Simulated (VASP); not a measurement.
Si: single point with LDA

Si:

```
Si
1.0
    -3.34254    3.26001    1.90836
     3.34254   -3.26001    1.90836
     3.34254    3.26001   -1.90836
Si
4
Direct
  0.17884 0.17884 0.35769
  0.82116 0.82116 0.64231
  0.17884 0.82116 0.00000
  0.82116 0.17884 0.00000
```

This cell differs from its parent crystal: strain +0.0125 x Voigt [1, -1, 0, 0, 0, 0].

- Program: VASP 6.6.1
- Task: single point
- Functional: LDA
- Potentials or basis: VASP PAW LDA potentials, release 64 (Si)
- Cutoff: 520 eV
- k mesh: 10 × 10 × 10
- Occupations: gaussian, width 0.03 eV
- Spin: no spin polarisation
- Dipole correction: no
- Further INCAR settings: ALGO = Normal; EDIFF = 1e-06; NBANDS = 16

```
Pressure               : 0.1 GPa
Largest force          : 0.285 eV/Å
Band gap on the k mesh : 0.13 eV (least direct gap 0.19 eV)
```

Forces in eV/Å, atoms in the order of the input:
```
Si  -0.188  0.214  0.000
Si   0.188 -0.214  0.000
Si   0.188  0.214  0.000
Si  -0.188 -0.214  0.000
```

Stress tensor (GPa, compression positive):
```
-2.22  0.00  0.00
 0.00  2.62  0.00
 0.00  0.00 -0.03
```

Levels at points of the mesh, in eV from the valence-band top:
| k point | band 4 | band 5 | band 6 | band 7 | band 8 | band 9 | band 10 | band 11 | band 12 | band 13 |
| --- | --- | --- | --- | --- | --- | --- | --- | --- | --- | --- |
| (0.00, 0.00, 0.00) | -5.56 | -3.92 | -1.66 | -1.50 | -0.64 | 1.23 | 1.30 | 1.75 | 2.07 | 2.32 |
| (0.50, 0.00, 0.00) | -6.31 | -4.49 | -3.59 | -2.44 | -1.54 | 0.76 | 2.28 | 2.88 | 3.44 | 3.86 |
| (0.00, 0.50, 0.00) | -6.21 | -4.55 | -3.73 | -2.57 | -1.48 | 0.54 | 2.24 | 2.84 | 3.31 | 4.37 |
| (0.50, 0.50, 0.00) | -5.04 | -2.98 | -2.11 | -2.02 | -1.72 | 1.48 | 1.76 | 1.80 | 3.91 | 4.23 |
| (0.50, 0.50, 0.50) | -5.24 | -3.06 | -0.29 | -0.13 | 0.00 | 0.19 | 3.15 | 3.50 | 3.97 | 4.29 |

It took 3.4 min on 1 thread of Intel(R) Xeon(R) Platinum 8488C (Sapphire Rapids), with other jobs on the host, peak memory 0.29 GiB.

Caveat: the cell differs from its parent crystal (strain +0.0125 x Voigt [1, -1, 0, 0, 0, 0]); semilocal functionals underestimate gaps, and a narrow one can read as zero. A k mesh can miss the band edges.
